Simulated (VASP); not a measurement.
Input of a VASP 6.6.1 run:

Contents of POSCAR:

```
KScS2
1.0
    3.9528842915      0.0000000000      0.0000000000
    0.0000000000      3.9528842915      0.0000000000
    0.0000000000      0.0000000000      5.3539208547
K S Sc
1 2 1
Direct
    0.0000000000      0.0000000000      0.0000000000
    0.0000000000      0.0000000000      0.5000000000
    0.5000000000      0.5000000000      0.0000000000
    0.5000000000      0.5000000000      0.5000000000
```

Contents of INCAR.step1:

```
SYSTEM = KScS2
  PREC = Accurate
  ENCUT = 520
  ISMEAR = -1
  SIGMA = 0.02
  LREAL = .FALSE.
  LASPH = .TRUE.
  NELM = 80
  NBANDS = 24
  GGA = PE
  ALGO = Normal
  EDIFF = 1E-4
  LWAVE = .TRUE.
  LCHARG = .FALSE.
```

File INCAR.step2:

```
SYSTEM = KScS2
  PREC = Accurate
  ENCUT = 520
  EDIFF = 1E-6
  ISMEAR = -1
  SIGMA = 0.02
  LREAL = .FALSE.
  LASPH = .TRUE.
  NELM = 80
  ALGO = Normal
  ISIF = 2
  LWAVE = .FALSE.
  LCHARG = .FALSE.
  METAGGA = R2SCAN
  LMIXTAU = .TRUE.
  NBANDS = 24
  ISTART = 1
```

The input KPOINTS:

```
regular mesh
0
G
  6 6 4
  0 0 0
```

Potentials or basis: VASP PAW PBE potentials, release 64 (K_sv, S, Sc_sv).

Launch:

```console
$ cat potpaw_PBE.64/K_sv/POTCAR potpaw_PBE.64/S/POTCAR potpaw_PBE.64/Sc_sv/POTCAR > POTCAR
$ cp INCAR.step1 INCAR
$ mpirun -np 1 vasp_std > vasp.out
$ cp INCAR.step2 INCAR
$ mpirun -np 1 vasp_std > vasp.out
```

Q: Predict the pressure.

A: 4.8 GPa.

Q: Predict the band gap on the k mesh.

A: 0.18 eV.

Stress tensor (GPa, compression positive):
```
4.33 0.00 0.00
0.00 4.33 0.00
0.00 0.00 5.86
```

Caveat: the cell stands under pressure; semilocal functionals underestimate gaps, and a narrow one can read as zero; the PAW data sets were made with another functional, which shifts forces and pressure a little. A k mesh can miss the band edges.
